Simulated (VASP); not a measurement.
# CaMg (P4/mmm) in VASP: further runs

Runs on CaMg. Level: LDA. Tasks: single point.

Everything below comes from runs of VASP 6.6.1. Logs are shortened: lines on timing, memory, paths and dates and some standing lists are left out, and cuts for length are marked.

## Step 1: The cell of the first run

The structure is tetragonal, space group P4/mmm (No. 123). Conventional cell: a = 3.684 Å, b = 3.684 Å, c = 4.233 Å, α = 90.00°, β = 90.00°, γ = 90.00°. Ca (site symmetry 4/mmm) has 8 Mg at 3.36 Å and 6 Ca at 3.68 to 4.23 Å within 4.4 Å. Mg (site symmetry 4/mmm) has 8 Ca at 3.36 Å and 6 Mg at 3.68 to 4.23 Å within 4.4 Å.

## Step 2: Single point, LDA (28.72 Å³/atom)

Contents of INCAR:

```
SYSTEM = CaMg
PREC = Accurate
ENCUT = 520
EDIFF = 1E-7
ISMEAR = 0
SIGMA = 0.15
LREAL = .False.
LASPH = .True.
NELM = 60
ALGO = Fast
ISIF = 2
LWAVE = .False.
LCHARG = .False.
NBANDS = 13
```

Contents of KPOINTS:

```
Automatic mesh
0
Gamma
  14 14 14
  0 0 0
```

Contents of POSCAR:

```
CaMg
1.0
    3.6835021623      0.0000000000      0.0000000000
    0.0000000000      3.6835021623      0.0000000000
    0.0000000000      0.0000000000      4.2330806849
Ca Mg
1 1
Direct
    0.0000000000      0.0000000000      0.0000000000
    0.5000000000      0.5000000000      0.5000000000
```

Potentials or basis: VASP PAW LDA potentials, release 64 (Ca_sv, Mg).

Command:

```
$ cat potpaw_LDA.64/Ca_sv/POTCAR potpaw_LDA.64/Mg/POTCAR > POTCAR
$ mpirun -np 1 vasp_std > vasp.out
```

OUTCAR:

```text
SYSTEM = CaMg
   PREC = Accurate
   ENCUT = 520
   EDIFF = 1E-7
   ISMEAR = 0
   LREAL = .False.
   LASPH = .True.
   NELM = 60
   ISIF = 2

 ion  position               nearest neighbor table
   1  0.000  0.000  0.000-   2 3.36   2 3.36   2 3.36   2 3.36   2 3.36   2 3.36   2 3.36   2 3.36

   2  0.500  0.500  0.500-   1 3.36   1 3.36   1 3.36   1 3.36   1 3.36   1 3.36   1 3.36   1 3.36

  LATTYP: Found a simple tetragonal cell.
 ALAT       =     3.6835021623
 C/A-ratio  =     1.1492000000

  Lattice vectors:

 A1 = (   3.6835021623,   0.0000000000,   0.0000000000)
 A2 = (   0.0000000000,   3.6835021623,   0.0000000000)
 A3 = (   0.0000000000,   0.0000000000,   4.2330806849)

Analysis of symmetry for initial positions (statically):
=====================================================================
 Subroutine PRICEL returns:
 Original cell was already a primitive cell.

 Routine SETGRP: Setting up the symmetry group for a
 simple tetragonal supercell.

 Subroutine GETGRP returns: Found 16 space group operations
 (whereof 16 operations were pure point group operations)
 out of a pool of 16 trial point group operations.

The static configuration has the point symmetry D_4h.

Analysis of symmetry for dynamics (positions and initial velocities):
=====================================================================
 Subroutine PRICEL returns:
 Original cell was already a primitive cell.

 Routine SETGRP: Setting up the symmetry group for a
 simple tetragonal supercell.

 Subroutine GETGRP returns: Found 16 space group operations
 (whereof 16 operations were pure point group operations)
 out of a pool of 16 trial point group operations.

The dynamic configuration has the point symmetry D_4h.

 Subroutine INISYM returns: Found 16 space group operations
 (whereof 16 operations are pure point group operations),
 and found     1 'primitive' translations

----------------------------------------------------------------------------------------

                                     Primitive cell

  volume of cell :      57.4352

  direct lattice vectors                    reciprocal lattice vectors
     3.683502162  0.000000000  0.000000000     0.271480769  0.000000000  0.000000000
     0.000000000  3.683502162  0.000000000     0.000000000  0.271480769  0.000000000
     0.000000000  0.000000000  4.233080685     0.000000000  0.000000000  0.236234571

  length of vectors
     3.683502162  3.683502162  4.233080685     0.271480769  0.271480769  0.236234571

  position of ions in fractional coordinates (direct lattice)
     0.000000000  0.000000000  0.000000000
     0.500000000  0.500000000  0.500000000

  ion indices of the primitive-cell ions
   primitive index   ion index
                 1           1
                 2           2

----------------------------------------------------------------------------------------

 KPOINTS: Automatic mesh

Automatic generation of k-mesh.
 Grid dimensions read from file:
 generate k-points for:   14   14   14

 Generating k-lattice:

  Cartesian coordinates                     Fractional coordinates (reciprocal lattice)
     0.019391484  0.000000000  0.000000000     0.071428571  0.000000000  0.000000000
     0.000000000  0.019391484  0.000000000     0.000000000  0.071428571  0.000000000
     0.000000000  0.000000000  0.016873898     0.000000000  0.000000000  0.071428571

  Length of vectors
     0.019391484  0.019391484  0.016873898

  Shift w.r.t. Gamma in fractional coordinates (k-lattice)
     0.000000000  0.000000000  0.000000000

 Subroutine IBZKPT returns following result:
 ===========================================

 Found    288 irreducible k-points:

 Following reciprocal coordinates:
            Coordinates               Weight
  0.000000  0.000000  0.000000      1.000000
  0.071429  0.000000  0.000000      4.000000
  0.142857  0.000000  0.000000      4.000000
  0.214286  0.000000  0.000000      4.000000
  0.285714  0.000000  0.000000      4.000000
  0.357143  0.000000  0.000000      4.000000
[... 16 lines left out ...]
  0.285714  0.214286  0.000000      8.000000
  0.357143  0.214286  0.000000      8.000000
 [... further k-points ...]
   k-points           NKPTS =    288   k-points in BZ     NKDIM =    288   number of bands    NBANDS=     13
   number of dos      NEDOS =    301   number of ions     NIONS =      2
   total plane-waves  NPLWV =  25088
   dimension x,y,z NGX =    28 NGY =   28 NGZ =   32
   dimension x,y,z NGXF=    56 NGYF=   56 NGZF=   64
   ions per type =               1   1
   NGX,Y,Z   is equivalent  to a cutoff of  12.64, 12.64, 12.57 a.u.
   NGXF,Y,Z  is equivalent  to a cutoff of  25.27, 25.27, 25.13 a.u.
 SYSTEM =  CaMg
   PREC   = accura    normal or accurate (medium, high low for compatibility)
   ISTART =      0    job   : 0-new  1-cont  2-samecut
   ICHARG =      2    charge: 1-file 2-atom 10-const
   ISPIN  =      1    spin polarized calculation?
   LNONCOLLINEAR =      F non collinear calculations
   LSORBIT =      F    spin-orbit coupling
   LASPH  =      T    aspherical Exc in radial PAW
   ENCUT  =  520.0 eV  38.22 Ry    6.18 a.u.   6.85  6.85  7.87*2*pi/ulx,y,z
   NELM   =     60;   NELMIN=  2; NELMDL= -5     # of ELM steps
   EDIFF  = 0.1E-06   stopping-criterion for ELM
   LREAL  =      F    real-space projection
   EDIFFG = 0.1E-05   stopping-criterion for IOM
   NSW    =      0    number of steps for IOM
   IBRION =     -1    ionic relax: 0-MD 1-quasi-New 2-CG
   NFREE  =      0    steps in history (QN), initial steepest desc. (CG)
   ISIF   =      2    stress and relaxation
   ISYM   =      2    0-nonsym 1-usesym 2-fastsym
   POTIM  = 0.5000    time-step for ionic-motion
   TEBEG  =    0.0;   TEEND  =   0.0 temperature during run
   PSTRESS=    0.0 pullay stress
   NELECT =      12.0000    total number of electrons
   NUPDOWN=      -1.0000    fix difference up-down
   EMIN   =  10.00;   EMAX   =-10.00  energy-range for DOS
   EFERMI =   0.00;   METHOD = LEGACY
   ISMEAR =     0;   SIGMA  =   0.15  broadening in eV -4-tet -1-fermi 0-gaus
   EFERMI_NEDOS =   21; number of points for ismear=-14 and -15
   IALGO  =     68    algorithm
   IMIX   =      4    mixing-type and parameters
     AMIX     =   0.40;   BMIX     =  1.00
     AMIX_MAG =   1.60;   BMIX_MAG =  1.00
  volume/ion in A,a.u.               =      28.72       193.80
  Fermi-wavevector in a.u.,A,eV,Ry     =   0.971425  1.835726 12.839353  0.943666
  Thomas-Fermi vector in A             =   2.101641
   LORBIT       =      0    0 simple, 1 ext, 2 COOP (PROOUT), +10 PAW based schemes
   GGA     = CA    functional components
   LHFCALC =     F    Hartree Fock is set to
   AEXX    =    0.0000 exact exchange contribution
   IVDW    =     0    specifies the selected vdW correction
   LEPSILON=     F    determine dielectric tensor
   LRPA    =     F    only Hartree local field effects (RPA)
 non-spin polarized calculation
 RMM-DIIS sequential band-by-band and
 Gauss-broadening in eV      SIGMA  =   0.15
  energy-cutoff  :      520.00
  volume of cell :       57.44
 maximum number of plane-waves:      1584
 NGX is ok and might be reduce to    28
   NGX = 13   NGY = 13   NGZ = 15

 number of electron      11.9999997 magnetization

 Free energy of the ion-electron system (eV)
  ---------------------------------------------------
  ext. energy  EPLUGINS =         0.00000000
  ---------------------------------------------------
  free energy    TOTEN  =        -4.27107793 eV

  energy without entropy =       -4.25223685  energy(sigma->0) =       -4.26165739

 E-fermi :   2.3625     XC(G=0):  -8.6615

 val. band max:        2.3623262644   @ k =   0.2143   0.1429   0.2143
 cond. band min:       2.3706232211   @ k =   0.3571   0.3571   0.2857
 fundamental gap:      0.0082969566
 Fermi energy:         2.3624862063

 k-point     1 :       0.0000    0.0000    0.0000
  band No.  band energies     occupation
      1     -38.4924      2.00000
      2     -19.7951      2.00000
      3     -19.7481      2.00000
      4     -19.7481      2.00000
      5      -2.9717      2.00000
      6       3.0212      0.00000
      7       3.4295      0.00000
      8       5.0792      0.00000
      9       6.1763      0.00000
     10       6.1763      0.00000
     11       6.6524      0.00000
     12       7.6163      0.00000
     13       7.6163      0.00000

 k-point     2 :       0.0714    0.0000    0.0000
  band No.  band energies     occupation
      1     -38.4918      2.00000
      2     -19.7944      2.00000
      3     -19.7558      2.00000
      4     -19.7475      2.00000
      5      -2.9092      2.00000
      6       3.0517      0.00000
      7       3.4045      0.00000
      8       4.9541      0.00000
      9       6.1888      0.00000
     10       6.3229      0.00000
     11       6.4716      0.00000
     12       7.2949      0.00000
     13       7.8262      0.00000

 k-point     3 :       0.1429    0.0000    0.0000
  band No.  band energies     occupation
      1     -38.4902      2.00000
      2     -19.7922      2.00000
      3     -19.7773      2.00000
      4     -19.7456      2.00000
      5      -2.7231      2.00000
      6       3.0766      0.00000
      7       3.3397      0.00000
      8       4.6928      0.00000
      9       6.1350      0.00000
     10       6.2242      0.00000
     11       6.6528      0.00000
     12       6.7574      0.00000
     13       8.2549      0.00000

 k-point     4 :       0.2143    0.0000    0.0000
  band No.  band energies     occupation
      1     -38.4880      2.00000
      2     -19.8081      2.00000
      3     -19.7890      2.00000
      4     -19.7430      2.00000
      5      -2.4181      2.00000
      6       2.7735      0.00011
      7       3.4358      0.00000
      8       4.4148      0.00000
      9       5.8003      0.00000
     10       6.2764      0.00000
     11       6.4675      0.00000
     12       7.0569      0.00000
     13       8.7582      0.00000

 k-point     5 :       0.2857    0.0000    0.0000
  band No.  band energies     occupation
      1     -38.4854      2.00000
      2     -19.8420      2.00000
      3     -19.7855      2.00000
      4     -19.7400      2.00000
      5      -2.0013      2.00000
      6       2.1576      1.94663
      7       3.6432      0.00000
      8       4.1692      0.00000
      9       5.5142      0.00000
     10       6.3360      0.00000
     11       6.5380      0.00000
     12       7.4959      0.00000
     13       9.1212      0.00000
[... 257 lines left out ...]
 k-point    22 :       0.2143    0.2143    0.0000
  band No.  band energies     occupation
      1     -38.4836      2.00000
      2     -19.8038      2.00000
      3     -19.7996      2.00000
      4     -19.7830      2.00000
      5      -1.8895      2.00000
      6       3.0705      0.00000
      7       3.0978      0.00000
      8       4.4090      0.00000
      9       4.9611      0.00000
     10       5.5288      0.00000
     11       6.9880      0.00000
     12       7.3091      0.00000
     13       8.2030      0.00000

 k-point    23 :       0.2857    0.2143    0.0000
  band No.  band energies     occupation
      1     -38.4811      2.00000
      2     -19.8351      2.00000
      3     -19.7980      2.00000
      4     -19.7795      2.00000
      5      -1.4936      2.00000
      6       2.5069      0.17333
      7       3.3035      0.00000
      8       4.3303      0.00000
      9       4.8731      0.00000
     10       5.4308      0.00000
     11       6.8845      0.00000
     12       7.4711      0.00000
     13       8.6629      0.00000

 k-point    24 :       0.3571    0.2143    0.0000
  band No.  band energies     occupation
      1     -38.4788      2.00000
      2     -19.8648      2.00000
      3     -19.7947      2.00000
      4     -19.7764      2.00000
      5      -1.0043      2.00000
      6       1.7911      2.00000
      7       3.5629      0.00000
      8       4.2203      0.00000
      9       4.7397      0.00000
     10       5.4376      0.00000
     11       7.0110      0.00000
     12       7.7853      0.00000
     13       9.1065      0.00000

 [... further k-points ...]
[... 5 lines left out ...]
  --------------------------------------------------------------------------------------
  -------------------------------------------------------------------------------------
  Total        0.0875444      0.0875444     -0.2996530      0.0000000      0.0000000     -0.0000000
  in kB        2.4420845      2.4420845     -8.3589336      0.0000000      0.0000000     -0.0000000
  external PRESSURE =      -1.1582548 kB  Pullay stress =       0.0000000 kB

 VOLUME and BASIS-vectors are now :
 -----------------------------------------------------------------------------
  energy-cutoff  :      520.00
  volume of cell :       57.44
      direct lattice vectors                 reciprocal lattice vectors
     3.683502162  0.000000000  0.000000000     0.271480769  0.000000000  0.000000000
     0.000000000  3.683502162  0.000000000     0.000000000  0.271480769  0.000000000
     0.000000000  0.000000000  4.233080685     0.000000000  0.000000000  0.236234571

 POSITION                                       TOTAL-FORCE (eV/Angst)
 -----------------------------------------------------------------------------------
      0.00000      0.00000      0.00000         0.000000      0.000000      0.000000
      1.84175      1.84175      2.11654         0.000000      0.000000      0.000000
 -----------------------------------------------------------------------------------
    total drift:                               -0.000000     -0.000000     -0.000000

  FREE ENERGIE OF THE ION-ELECTRON SYSTEM (eV)
  ---------------------------------------------------
  free  energy   TOTEN  =        -4.2710779274 eV

  energy  without entropy=       -4.2522368491  energy(sigma->0) =       -4.26165739
```

Wall time 90 s (1 thread of Intel Xeon 6975P-C (Granite Rapids), shared host); peak memory 0.34 GiB.

Results:

- Free energy: -4.2711 eV
- Pressure: -0.1 GPa
- Band gap on the k mesh: zero (bands 6 and 7 overlap by 1.19 eV)

Stress tensor (GPa, compression positive):
```
 0.24  0.00  0.00
 0.00  0.24  0.00
 0.00  0.00 -0.84
```

## Step 3: Single point, LDA (28.72 Å³/atom)

Contents of INCAR:

```
SYSTEM = CaMg
ALGO = Fast
EDIFF = 1E-6
ENCUT = 520
GGA = CA
ISIF = 2
ISMEAR = 0
LASPH = .True.
LCHARG = .False.
LREAL = .False.
LWAVE = .False.
NBANDS = 13
NELM = 60
PREC = Accurate
SIGMA = 0.15
```

Contents of KPOINTS:

```
k-points
0
Gamma
  14 14 14
  0 0 0
```

Contents of POSCAR:

```
CaMg
1.0
    3.3573567401      0.0000000000      0.0000000000
    0.0000000000      3.3573567401      0.0000000000
    0.0000000000      0.0000000000      5.0954603244
Ca Mg
1 1
Direct
    0.0000000000      0.0000000000      0.0000000000
    0.5000000000      0.5000000000      0.5000000000
```

Potentials or basis: VASP PAW LDA potentials, release 64 (Ca_sv, Mg).

Command:

```
$ cat potpaw_LDA.64/Ca_sv/POTCAR potpaw_LDA.64/Mg/POTCAR > POTCAR
$ mpirun -np 1 vasp_std > vasp.out
```

Run time: 1.7 min. Hardware: 1 thread of Intel Xeon 6975P-C (Granite Rapids), shared host; peak memory 0.35 GiB.

The run converged. Its results:

```yaml
Free_energy: -4.1518 eV
Pressure: -0.1 GPa
Band_gap_on_the_k_mesh: zero (bands 6 and 7 overlap by 1.46 eV)
```

Stress tensor (GPa, compression positive):
```
 0.97  0.00  0.00
 0.00  0.97  0.00
 0.00  0.00 -2.14
```

Levels at points of the mesh, in eV from the Fermi level:
```tsv
k point	band 2	band 3	band 4	band 5	band 6	band 7	band 8	band 9	band 10	band 11
(0.00, 0.00, 0.00)	-22.26	-22.10	-22.10	-5.39	-0.34	0.34	1.14	3.98	3.98	4.94
(0.50, 0.00, 0.00)	-22.44	-22.21	-22.07	-2.13	-2.02	0.22	1.47	3.40	4.12	4.14
(0.50, 0.50, 0.00)	-22.39	-22.39	-22.17	-0.96	0.99	0.99	1.32	1.66	1.66	4.84
(0.00, 0.00, 0.50)	-22.26	-22.10	-22.10	-4.25	-3.29	1.25	2.19	3.67	3.67	4.95
(0.50, 0.00, 0.50)	-22.44	-22.22	-22.07	-2.14	-0.84	-0.09	0.01	2.88	3.44	4.18
(0.50, 0.50, 0.50)	-22.39	-22.39	-22.18	-0.49	0.09	0.09	2.27	3.07	3.55	3.58
```

(Continued in part 2 of 2.)
